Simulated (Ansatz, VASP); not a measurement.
**Ga4AsP3: VASP beside Ansatz**

File POSCAR:

```
Ga4AsP3
1.0
    6.3973822449      0.0000000000      0.0003112478
    0.0000000000      3.8807973677      0.0000000000
    0.0003299387      0.0000000000      6.7169423280
P As Ga
3 1 4
Direct
   -0.0005561977      0.0000000000      0.3307920836
    0.0012390729      0.5000000000      0.8355916805
    0.4997347524      0.5000000000      0.1675334806
    0.5020536499      0.0000000000      0.6660286639
    0.3706092519      0.0000000000      0.3263827276
    0.3708116198      0.5000000000      0.8405320415
    0.8717297021      0.5000000000      0.1666743209
    0.8843781487      0.0000000000      0.6664650014
```

File INCAR.step1:

```
SYSTEM = Ga4AsP3
ALGO     = Normal         ! electronic algorithm
EDIFF    = 1E-4           ! SCF threshold, eV
ENCUT    = 520            ! plane-wave cutoff, eV
GGA      = PE             ! functional
ISMEAR   = 0              ! smearing method
LASPH    = .True.         ! aspherical terms in the spheres
LCHARG   = .False.        ! write CHGCAR
LREAL    = .False.        ! projectors in reciprocal space
LWAVE    = .True.         ! write WAVECAR
NBANDS   = 46             ! bands
NELM     = 60             ! most SCF steps
PREC     = Accurate       ! precision mode
SIGMA    = 0.01           ! smearing width, eV
```

INCAR.step2

```
SYSTEM = Ga4AsP3
ALGO     = Normal         ! electronic algorithm
EDIFF    = 1E-6           ! SCF threshold, eV
ENCUT    = 520            ! plane-wave cutoff, eV
ISIF     = 2              ! what is computed and relaxed
ISMEAR   = 0              ! smearing method
ISTART   = 1            
LASPH    = .True.         ! aspherical terms in the spheres
LCHARG   = .False.        ! write CHGCAR
LMIXTAU  = .True.       
LREAL    = .False.        ! projectors in reciprocal space
LWAVE    = .False.        ! write WAVECAR
METAGGA  = R2SCAN         ! meta-GGA
NBANDS   = 46             ! bands
NELM     = 60             ! most SCF steps
PREC     = Accurate       ! precision mode
SIGMA    = 0.01           ! smearing width, eV
```

The input KPOINTS:

```
k-points
0
Gamma
  4 6 4
  0 0 0
```

Input for Ansatz:

```yaml
crystal:
  lattice:
    - [6.3973822449, 0.0, 0.0003112478]
    - [0.0, 3.8807973677, 0.0]
    - [0.0003299387, 0.0, 6.716942328]
  atoms:
    - { symbol: P, position: [-0.0005561977, 0.0, 0.3307920836] }
    - { symbol: P, position: [0.0012390729, 0.5, 0.8355916805] }
    - { symbol: P, position: [0.4997347524, 0.5, 0.1675334806] }
    - { symbol: As, position: [0.5020536499, 0.0, 0.6660286639] }
    - { symbol: Ga, position: [0.3706092519, 0.0, 0.3263827276] }
    - { symbol: Ga, position: [0.3708116198, 0.5, 0.8405320415] }
    - { symbol: Ga, position: [0.8717297021, 0.5, 0.1666743209] }
    - { symbol: Ga, position: [0.8843781487, 0.0, 0.6664650014] }
kpoints:
  mp_grid: { grid: [4, 6, 4] }
  band_path:
    path:
      - [0.0, 0.0, 0.0]
      - [0.0, -0.5, 0.0]
      - [0.0, -0.5, -0.5]
      - [0.0, 0.0, -0.5]
      - [-0.5, 0.0, -0.5]
      - [-0.5, -0.5, -0.5]
      - [-0.5, -0.5, 0.0]
      - [-0.5, 0.0, 0.0]
    npoints: 1
hamiltonian:
  xc: r2scan
scf:
  occupations: { method: fixed }
  n_extra_bands: 6
output:
  forces: true
  stress: true
  eigenvalues: true
  write_density: true
  write_potential: true
  elf: true
  volumetric_format: npy
```

Alike in both runs: task single point; functional r2SCAN; k mesh 4 × 6 × 4; no spin polarisation.

```csv
,VASP,Ansatz
version,VASP 6.6.1,Ansatz 0.2.0
potentials or method,"VASP PAW PBE potentials, release 64 (P, As, Ga_d)","plane waves, PAW"
plane-wave cutoff (eV),520,500
occupations,"gaussian, width 0.01 eV",fixed
valence electrons in the cell,72,82
```

Ansatz gave:

- gap on the k mesh at the Fermi level (eV): 1.49
- pressure (GPa): 0.0
- rms of the force components (eV/Å): 0.001

Question: Which values does VASP return?

Answer: gap on the k mesh at the Fermi level (eV): 1.48; pressure (GPa): 0.0; rms of the force components (eV/Å): 0.006.

VASP's potentials were made for PBE, not for r2SCAN. Atom by atom the forces differ by 0.006 eV/Å (rms over components). VASP's potentials hold 72 valence electrons a cell and Ansatz's 82, so a difference there can come from the potentials and not from the codes.
